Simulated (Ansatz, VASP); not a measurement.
# ZnO in VASP and in Ansatz

The input INCAR:

```
ALGO = Normal
EDIFF = 1E-8
ENCUT = 520
GGA = CA
ISIF = 2
ISMEAR = -1
LASPH = True
LCHARG = False
LEFG = True
LREAL = False
LWAVE = False
NBANDS = 26
NELM = 80
PREC = Accurate
SIGMA = 0.02
```

The input KPOINTS:

```
k-points
0
Gamma
  11 11 6
```

File POSCAR:

```
ZnO
1.0
    3.2275900217      0.0000000000      0.0000000000
   -1.6137950108      2.7951749517      0.0000000000
    0.0000000000      0.0000000000      5.1688741155
Zn O
2 2
Direct
    0.3333333333      0.6666666667      0.0000000000
    0.6666666667      0.3333333333      0.5000000000
    0.3333333333      0.6666666667      0.3821000000
    0.6666666667      0.3333333333      0.8821000000
```

Input for Ansatz:

```yaml
crystal:
  lattice:
    - [3.2275900217, 0.0, 0.0]
    - [-1.6137950108, 2.7951749517, 0.0]
    - [0.0, 0.0, 5.1688741155]
  atoms:
    - { symbol: Zn, position: [0.3333333333, 0.6666666667, 0.0] }
    - { symbol: Zn, position: [0.6666666667, 0.3333333333, 0.5] }
    - { symbol: O, position: [0.3333333333, 0.6666666667, 0.3821] }
    - { symbol: O, position: [0.6666666667, 0.3333333333, 0.8821] }
kpoints:
  mp_grid: { grid: [11, 11, 6] }
scf:
  occupations: { method: fermi_dirac, width: 0.02 }
hamiltonian:
  xc: lda
  pseudopotentials: { kind: paw }
output:
  forces: true
  stress: true
  eigenvalues: true
  efg: { contact_densities: true }
```

Change from the starting cell: volume scaled by 0.98, PAW files.

Alike in both runs: task electric field gradients; functional LDA; k mesh 11 × 11 × 6; occupations fermi-dirac, width 0.02 eV; no spin polarisation.

```csv
,VASP,Ansatz
version,VASP 6.6.1,Ansatz 0.2.0
potentials or method,"VASP PAW LDA potentials, release 64 (Zn, O)","PAW with Ansatz's default frozen-core files, scalar-relativistic"
plane-wave cutoff (eV),520,420
valence electrons in the cell,36,36
```

```csv
,VASP,Ansatz,Ansatz less VASP
gap on the k mesh at the Fermi level (eV),0.78,0.77,-0.008
pressure (GPa),-3.2,-4.3,-1.16
"traceless stress, the component that is largest in VASP (GPa)",0.35,0.39,+0.040
rms of the force components (eV/Å),0.024,0.023,-0.0010
size of Vzz on the site where it differs most (V/Å²),8.0,7.6,-0.44
```

LDA's correlation is that of Perdew and Zunger in VASP and of Perdew and Wang (1992) in Ansatz. Atom by atom the forces differ by 0.001 eV/Å (rms over components).
